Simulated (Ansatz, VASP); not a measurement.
## One calculation of TaN, two programs

```
CELL_PARAMETERS angstrom
0.00000 2.21132 2.21132
2.21132 0.00000 2.21132
2.21132 2.21132 0.00000
ATOMIC_POSITIONS crystal
Ta 0.50000 0.50000 0.50000
N 0.00000 0.00000 0.00000
```

Alike in both runs: task relaxation of cell and atoms; functional PBE; dispersion D4; k mesh 10 × 10 × 10; occupations fermi-dirac, width 0.05 eV; no spin polarisation.

|  | VASP | Ansatz |
| --- | --- | --- |
| version | VASP 6.6.1 | Ansatz 0.2.0 |
| potentials or method | VASP PAW PBE potentials, release 64 (Ta_pv, N) | Ansatz PAW |
| plane-wave cutoff (eV) | 600 | 420 |
| valence electrons in the cell | 16 | 18 |

```tsv
	VASP	Ansatz	Ansatz less VASP
gap on the k mesh at the Fermi level, each at its own relaxed structure (eV)	none	none	-
relaxed volume (Å³/atom)	10.63	10.60	-0.024
relaxed cell length with the largest relative difference (Å)	3.109	3.107	-0.0023
```

A gap of «none» marks a metal or a gap that the smearing closes. VASP's potentials hold 16 valence electrons a cell and Ansatz's 18, so a difference there can come from the potentials and not from the codes.

Neither program's run includes spin-orbit coupling. Noted on Ansatz's run: the plane-wave basis is chosen anew once the cell has moved, so the energies of steps on either side of that aren't comparable.
